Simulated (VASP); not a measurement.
The system is InP.

```xyz
2
Lattice="0.0000 2.9305 2.9305 2.9305 0.0000 2.9305 2.9305 2.9305 0.0000" Properties=species:S:1:pos:R:3 pbc="T T T"
In    0.0000    0.0000    0.0000
P     4.3957    4.3957    4.3957
```

Base run:

| Property | Result |
| --- | --- |
| Program | VASP 6.6.1 |
| Functional | PBE |
| Potentials or basis | VASP PAW PBE potentials, release 64 (In_d, P) |
| Cutoff | 520 eV |
| k mesh | 8 × 8 × 8 |
| Occupations | gaussian, width 0.021 eV |
| Spin | no spin polarisation |

Its results: band gap on the k mesh 0.71 eV; pressure 3.3 GPa.

Problem. The run is repeated on the same cell with these changes: k mesh from 8 × 8 × 8 to 3 × 3 × 3; occupations from gaussian, width 0.021 eV to fermi-dirac, width 0.04 eV. What comes out?

Solution. Band gap on the k mesh 0.68 eV; pressure 4.1 GPa.

Caveats: some runs use coarse meshes; semilocal functionals underestimate gaps, and a narrow one can read as zero; spin-orbit coupling is left out, which moves the levels of the heavy elements; the cell stands under pressure (at least some runs).

